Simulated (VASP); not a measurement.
## AgCl: single point with PBE

AgCl:

```
Ag Cl
1.0
     4.51974    0.00000    0.00000
    -2.25987    3.91421    0.00000
     0.00000    0.00000    5.72250
Ag Cl
2 2
Cartesian
  0.0000 2.6095 -0.3561
  2.2599 1.3047 2.5052
  0.0000 2.6095 2.5020
  2.2599 1.3047 5.3632
```

* Program: VASP 6.6.1
* Task: single point
* Functional: PBE
* Potentials or basis: VASP PAW PBE potentials, release 64 (Ag, Cl)
* Cutoff: 520 eV
* k mesh: 6 × 6 × 4
* Occupations: gaussian, width 0.01 eV
* Spin: non-collinear spin, zero start, spin-orbit coupling
* Starting moments: [[0.0, 0.0, 0.0], [0.0, 0.0, 0.0], [0.0, 0.0, 0.0], [0.0, 0.0, 0.0]] μB

```yaml
Pressure: 1.1 GPa
Net_moment: 0.00 μB per cell
Valence_electrons_inside_the_program's_atomic_spheres: Ag 9.74; Cl 5.08
```

Stress tensor (GPa, compression positive):
```
0.94 0.00 0.00
0.00 0.94 0.00
0.00 0.00 1.41
```

Moments on the atoms (μB; x, y, z):
```
Ag  0.00 0.00 0.00
Ag  0.00 0.00 0.00
Cl  0.00 0.00 0.00
Cl  0.00 0.00 0.00
```

Run time: 8.1 min on 1 thread of Oxide Virtual Turin-like Processor, with other jobs on the host, peak memory 0.54 GiB.

Caveat: the structure was generated, so it needn't be the stable form of AgCl.
